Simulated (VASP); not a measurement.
# HfC (WC type) (P-6m2) in VASP: further runs, part 3 of 3

VASP 6.6.1.

**5. Relaxation of cell and atoms, PBE, target pressure 20 GPa, at which the enthalpy is minimised**

File INCAR:

```
SYSTEM = HfC
PREC = Accurate ; ENCUT = 600
EDIFF = 1E-6 ; ISMEAR = -1
SIGMA = 0.05 ; LREAL = .False.
LASPH = .True. ; NELM = 60
ALGO = Normal ; ISIF = 3
LWAVE = .False. ; LCHARG = .False.
GGA = PE ; IBRION = 2
NSW = 32 ; EDIFFG = -0.005
PSTRESS = 200.0
```

File KPOINTS:

```
Automatic mesh
0
Gamma
  15 15 13
  0 0 0
```

File POSCAR:

```
HfC
1.0
    3.1330593337      0.0000000000      0.0000000000
   -1.5665296669      2.7133089746      0.0000000000
    0.0000000000      0.0000000000      2.8522943939
Hf C
1 1
Direct
    0.0000000000      0.0000000000      0.0000000000
    0.3333333333      0.6666666667      0.5000000000
```

Potentials or basis: VASP PAW PBE potentials, release 64 (Hf_pv, C).

On the command line:

```
$ cat potpaw_PBE.64/Hf_pv/POTCAR potpaw_PBE.64/C/POTCAR > POTCAR
$ mpirun -np 1 vasp_std > vasp.out
```

OUTCAR:

```text
SYSTEM = HfC
   PREC = Accurate
   ENCUT = 600
   EDIFF = 1E-6
   ISMEAR = -1
   LREAL = .False.
   LASPH = .True.
   NELM = 60
   ISIF = 3
   GGA = PE
   IBRION = 2
   NSW = 32
   EDIFFG = -0.005
   PSTRESS = 200.0

 ion  position               nearest neighbor table
   1  0.000  0.000  0.000-   2 2.30   2 2.30   2 2.30   2 2.30   2 2.30   2 2.30
   2  0.333  0.667  0.500-   1 2.30   1 2.30   1 2.30   1 2.30   1 2.30   1 2.30

  LATTYP: Found a hexagonal cell.
 ALAT       =     3.1330593337
 C/A-ratio  =     0.9103863317

  Lattice vectors:

 A1 = (   3.1330593337,   0.0000000000,   0.0000000000)
 A2 = (  -1.5665296669,   2.7133089746,   0.0000000000)
 A3 = (   0.0000000000,   0.0000000000,   2.8522943939)

Analysis of symmetry for initial positions (statically):
=====================================================================
 Subroutine PRICEL returns:
 Original cell was already a primitive cell.

 Routine SETGRP: Setting up the symmetry group for a
 hexagonal supercell.

 Subroutine GETGRP returns: Found 12 space group operations
 (whereof 12 operations were pure point group operations)
 out of a pool of 24 trial point group operations.

The static configuration has the point symmetry D_3h.

Analysis of symmetry for dynamics (positions and initial velocities):
=====================================================================
 Subroutine PRICEL returns:
 Original cell was already a primitive cell.

 Routine SETGRP: Setting up the symmetry group for a
 hexagonal supercell.

 Subroutine GETGRP returns: Found 12 space group operations
 (whereof 12 operations were pure point group operations)
 out of a pool of 24 trial point group operations.

The dynamic configuration has the point symmetry D_3h.

 Subroutine INISYM returns: Found 12 space group operations
 (whereof 12 operations are pure point group operations),
 and found     1 'primitive' translations

----------------------------------------------------------------------------------------

                                     Primitive cell

  volume of cell :      24.2472

  direct lattice vectors                    reciprocal lattice vectors
     3.133059334  0.000000000  0.000000000     0.319176847  0.184276839  0.000000000
    -1.566529667  2.713308975  0.000000000     0.000000000  0.368553677  0.000000000
     0.000000000  0.000000000  2.852294394     0.000000000  0.000000000  0.350594946

  length of vectors
     3.133059334  3.133059334  2.852294394     0.368553677  0.368553677  0.350594946

  position of ions in fractional coordinates (direct lattice)
     0.000000000  0.000000000  0.000000000
     0.333333333  0.666666667  0.500000000

  ion indices of the primitive-cell ions
   primitive index   ion index
                 1           1
                 2           2

----------------------------------------------------------------------------------------

 KPOINTS: Automatic mesh

Automatic generation of k-mesh.
[... 28 lines left out ...]
  0.333333  0.000000  0.000000      6.000000
[... 16 lines left out ...]
  0.333333  0.200000  0.000000     12.000000
  0.400000  0.200000  0.000000      6.000000
 [... further k-points ...]
   k-points           NKPTS =    189   k-points in BZ     NKDIM =    189   number of bands    NBANDS=     11
   number of dos      NEDOS =    301   number of ions     NIONS =      2
   total plane-waves  NPLWV =  18816
   dimension x,y,z NGX =    28 NGY =   28 NGZ =   24
   dimension x,y,z NGXF=    56 NGYF=   56 NGZF=   48
   ions per type =               1   1
   NGX,Y,Z   is equivalent  to a cutoff of  14.86, 14.86, 13.99 a.u.
   NGXF,Y,Z  is equivalent  to a cutoff of  29.71, 29.71, 27.98 a.u.
 SYSTEM =  HfC
   PREC   = accura    normal or accurate (medium, high low for compatibility)
   ISTART =      0    job   : 0-new  1-cont  2-samecut
   ICHARG =      2    charge: 1-file 2-atom 10-const
   ISPIN  =      1    spin polarized calculation?
   LNONCOLLINEAR =      F non collinear calculations
   LSORBIT =      F    spin-orbit coupling
   LASPH  =      T    aspherical Exc in radial PAW
   ENCUT  =  600.0 eV  44.10 Ry    6.64 a.u.   6.26  6.26  5.70*2*pi/ulx,y,z
   NELM   =     60;   NELMIN=  2; NELMDL= -5     # of ELM steps
   EDIFF  = 0.1E-05   stopping-criterion for ELM
   LREAL  =      F    real-space projection
   EDIFFG = -.5E-02   stopping-criterion for IOM
   NSW    =     32    number of steps for IOM
   IBRION =      2    ionic relax: 0-MD 1-quasi-New 2-CG
   NFREE  =      1    steps in history (QN), initial steepest desc. (CG)
   ISIF   =      3    stress and relaxation
   ISYM   =      2    0-nonsym 1-usesym 2-fastsym
   POTIM  = 0.5000    time-step for ionic-motion
   TEBEG  =    0.0;   TEEND  =   0.0 temperature during run
   PSTRESS=  200.0 pullay stress
   NELECT =      14.0000    total number of electrons
   NUPDOWN=      -1.0000    fix difference up-down
   EMIN   =  10.00;   EMAX   =-10.00  energy-range for DOS
   EFERMI =   0.00;   METHOD = LEGACY
   ISMEAR =    -1;   SIGMA  =   0.05  broadening in eV -4-tet -1-fermi 0-gaus
   EFERMI_NEDOS =   21; number of points for ismear=-14 and -15
   IALGO  =     38    algorithm
   IMIX   =      4    mixing-type and parameters
     AMIX     =   0.40;   BMIX     =  1.00
     AMIX_MAG =   1.60;   BMIX_MAG =  1.00
  volume/ion in A,a.u.               =      12.12        81.81
  Fermi-wavevector in a.u.,A,eV,Ry     =   1.363212  2.576097 25.284350  1.858347
  Thomas-Fermi vector in A             =   2.489635
   LORBIT       =      0    0 simple, 1 ext, 2 COOP (PROOUT), +10 PAW based schemes
   GGA     = PE    functional components
   LHFCALC =     F    Hartree Fock is set to
   AEXX    =    0.0000 exact exchange contribution
   IVDW    =     0    specifies the selected vdW correction
   LEPSILON=     F    determine dielectric tensor
   LRPA    =     F    only Hartree local field effects (RPA)
 conjugate gradient relaxation of ions
 non-spin polarized calculation
  energy-cutoff  :      600.00
  volume of cell :       24.25
 maximum number of plane-waves:       827
 NGX is ok and might be reduce to    28
   NGX = 13   NGY = 13   NGZ = 11

--------------------------------------- Ionic step        1  -------------------------------------------

 number of electron      14.0000000 magnetization

 Free energy of the ion-electron system (eV)
  ---------------------------------------------------
  ext. energy  EPLUGINS =         0.00000000
  ---------------------------------------------------
  free energy    TOTEN  =       -19.40150145 eV

  energy without entropy =      -19.39890045  energy(sigma->0) =      -19.40020095

------------------------ aborting loop because EDIFF is reached ----------------------------------------

  FORCE on cell =-STRESS in cart. coord.  units (eV):
  Direction    XX          YY          ZZ          XY          YZ          ZX
  --------------------------------------------------------------------------------------
  -------------------------------------------------------------------------------------
  Total        2.9274375      2.9274375      2.8220282     -0.0000000      0.0000000      0.0000000
  in kB      193.4354199    193.4354199    186.4703189     -0.0000000      0.0000000      0.0000000
  external PRESSURE =      -8.8862805 kB  Pullay stress =     200.0000000 kB
[... 215 lines left out ...]
--------------------------------------- Ionic step        7  -------------------------------------------

 number of electron      14.0000001 magnetization

 Free energy of the ion-electron system (eV)
  ---------------------------------------------------
  ext. energy  EPLUGINS =         0.00000000
  ---------------------------------------------------
  free energy    TOTEN  =       -19.39267826 eV

  energy without entropy =      -19.39011201  energy(sigma->0) =      -19.39139513

 E-fermi :   6.1099     XC(G=0): -12.4189

 val. band max:        6.0978409501   @ k =   0.3333   0.2667   0.4615
 cond. band min:       6.1173893014   @ k =   0.3333   0.0000   0.0769
 fundamental gap:      0.0195483512
 Fermi energy:         6.1098709048

 k-point     1 :       0.0000    0.0000    0.0000
  band No.  band energies     occupation
      1     -23.2423      2.00000
      2     -23.2423      2.00000
      3     -22.8291      2.00000
      4      -6.1561      2.00000
      5       4.4754      2.00000
      6       4.4754      2.00000
      7       4.8098      2.00000
      8       7.9123      0.00000
      9      11.7521      0.00000
     10      12.9949      0.00000
     11      12.9949      0.00000
[... 309 lines left out ...]
 k-point    24 :       0.4000    0.2000    0.0000
  band No.  band energies     occupation
      1     -23.9804      2.00000
      2     -23.6183      2.00000
      3     -22.7148      2.00000
      4      -3.0050      2.00000
      5       1.5065      2.00000
      6       4.0180      2.00000
      7       5.5164      1.99999
      8       7.8139      0.00000
      9      10.8205      0.00000
     10      10.8692      0.00000
     11      12.5818      0.00000

 [... further k-points ...]
[... 5 lines left out ...]
  --------------------------------------------------------------------------------------
  -------------------------------------------------------------------------------------
  Total        3.0166856      3.0166856      3.0153387     -0.0000000     -0.0000000      0.0000000
  in kB      199.9318055    199.9318055    199.8425379     -0.0000000     -0.0000000      0.0000000
  external PRESSURE =      -0.0979504 kB  Pullay stress =     200.0000000 kB
[... 21 lines left out ...]
  energy  without entropy=      -19.3901120087  energy(sigma->0) =      -19.39139513

  enthalpy is  TOTEN    =       -16.3749636925 eV   P V=        3.0177145686

 reached required accuracy - stopping structural energy minimisation
```

OSZICAR:

```text
N       E                     dE             d eps       ncg     rms          rms(c)
DAV:   1     0.293049658709E+02    0.29305E+02   -0.85166E+03  4158   0.137E+03
DAV:   2    -0.210751606275E+02   -0.50380E+02   -0.47778E+02  5511   0.231E+02
DAV:   3    -0.230340962570E+02   -0.19589E+01   -0.19470E+01  5191   0.347E+01
[... 40 lines left out ...]
       N       E                     dE             d eps       ncg     rms          rms(c)
DAV:   1    -0.193926825015E+02   -0.19283E-03   -0.30730E-04  4203   0.158E-01    0.225E-02
DAV:   2    -0.193926793359E+02    0.31657E-05   -0.61839E-06  5008   0.202E-02    0.790E-03
DAV:   3    -0.193926783201E+02    0.10158E-05   -0.17097E-06  3237   0.878E-03    0.375E-03
DAV:   4    -0.193926782610E+02    0.59051E-07   -0.22667E-07  2151   0.374E-03
   7 F= -.16374964E+02 E0= -.16373681E+02  d E =-.264248E-05
```

CONTCAR:

```text
HfC
   1.00000000000000
     3.1311273960763799   -0.0000000000047627   -0.0000000000000000
    -1.5655636980922840    2.7116358675503225    0.0000000000000000
     0.0000000000000000    0.0000000000000000    2.8472567967111768
  Hf              C
     1     1
Direct
     1.0000000000000000    0.0000000000000000    0.0000000000000000
     0.3333333332999970    0.6666666667000030    0.5000000000000000

  0.00000000E+00  0.00000000E+00  0.00000000E+00
  0.00000000E+00  0.00000000E+00  0.00000000E+00
```

It took 2.5 min on 1 thread of Intel Xeon Platinum 8259CL at 2.50GHz (Skylake/Cascade Lake), shared host; peak memory 0.22 GiB.

What came out:

```yaml
Free_energy: -19.3927 eV
Relaxed_volume: 12.09 Å³/atom
Relaxed_cell: a = 3.131 Å, b = 3.131 Å, c = 2.847 Å, α = 90.00°, β = 90.00°, γ = 120.00°
Space_group_after_relaxing_to_0.05_Å: P-6m2 (No. 187)
Energy_change_on_relaxing_the_enthalpy_is_what_falls: +4.4 meV/atom
Ionic_steps: 7
Pressure_after_relaxing: 20.0 GPa
Band_gap_on_the_k_mesh: zero (band 7 reaches 6.21 eV, above the bottom of band 8 at 6.04 eV)
```

The path:
```
step  energy change (eV)  largest force (eV/Å)  pressure (GPa)  volume (Å³)
   1              0.0000                0.0000           19.11        24.25
   2              0.0302                0.0000           21.93        24.01
   3              0.0094                0.0000           20.04        24.17
   4              0.0092                0.0000           20.04        24.17
   5              0.0085                0.0000           19.95        24.18
   6              0.0090                0.0000           19.93        24.17
   7              0.0088                0.0000           19.99        24.17
```

Final structure:
```xyz
2
Lattice="3.1311 0.0000 0.0000 -1.5656 2.7116 0.0000 0.0000 0.0000 2.8473" Properties=species:S:1:pos:R:3 pbc="T T T"
Hf    3.1311    0.0000    0.0000
C     0.0000    1.8078    1.4236
```

Caveat: the cell is relaxed towards a set pressure, so the enthalpy falls and the energy may rise; spin-orbit coupling is left out, which moves the levels of the heavy elements.

**6. The runs side by side**

```tsv
task	cell	cutoff (eV)	gap on the mesh (eV)	pressure (GPa)
single point	a = 3.133, b = 3.133, c = 2.852 Å, angles 90.0, 90.0, 120.0°, 2 atoms	520	none	19.2
single point	a = 3.133, b = 3.133, c = 2.853 Å, angles 90.0, 90.0, 120.0°, 2 atoms	520	none	19.1
relaxation of cell and atoms	relaxed to 20 GPa from a = 3.021, b = 3.021, c = 2.960 Å, angles 90.0, 90.0, 120.0°, 2 atoms	600	none	20.0
relaxation of cell and atoms	relaxed to 20 GPa from a = 3.133, b = 3.133, c = 2.852 Å, angles 90.0, 90.0, 120.0°, 2 atoms	600	none	20.0
```

Alike in all rows: level PBE; potentials or basis VASP PAW PBE potentials, release 64 (Hf_pv, C); no spin polarisation; k mesh 15 × 15 × 13; smearing fermi-dirac 0.05 eV.

Caveats: spin-orbit coupling is left out, which moves the levels of the heavy elements; the cell is relaxed towards a set pressure, so the enthalpy falls and the energy may rise (some runs).

Absolute energies hang on the potentials; compare differences alone.
